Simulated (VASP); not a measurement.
A run of VASP 6.6.1 is set up as follows.

INCAR

```
SYSTEM = Al2Cu
  PREC = Accurate
  ENCUT = 520
  EDIFF = 1E-6
  ISMEAR = -1
  SIGMA = 0.05
  LREAL = .FALSE.
  LASPH = .TRUE.
  NELM = 80
  ALGO = Fast
  ISIF = 2
  LWAVE = .FALSE.
  LCHARG = .FALSE.
  GGA = PS
  NBANDS = 16
```

KPOINTS

```
Automatic mesh
0
G
  7 7 9
  0 0 0
```

The input POSCAR:

```
Al2Cu
1.0
    4.0776296128      0.0000000000      0.0000000000
    0.0000000000      4.0776296128      0.0000000000
    0.0000000000      0.0000000000      2.8719076301
Cu Al
1 2
Direct
    0.0000000000      0.0000000000      0.0000000000
    0.0000000000      0.5000000000      0.5000000000
    0.5000000000      0.0000000000      0.5000000000
```

Potentials or basis: VASP PAW PBE potentials, release 64 (Cu, Al).

The run is started by

```console
$ cat potpaw_PBE.64/Cu/POTCAR potpaw_PBE.64/Al/POTCAR > POTCAR
$ mpirun -np 1 vasp_std > vasp.out
```

Predict the pressure.

-0.5 GPa.

Stress tensor (GPa, compression positive):
```
-0.09  0.00  0.00
 0.00 -0.09  0.00
 0.00  0.00 -1.40
```

Caveat: the PAW data sets were made with another functional, which shifts forces and pressure a little.
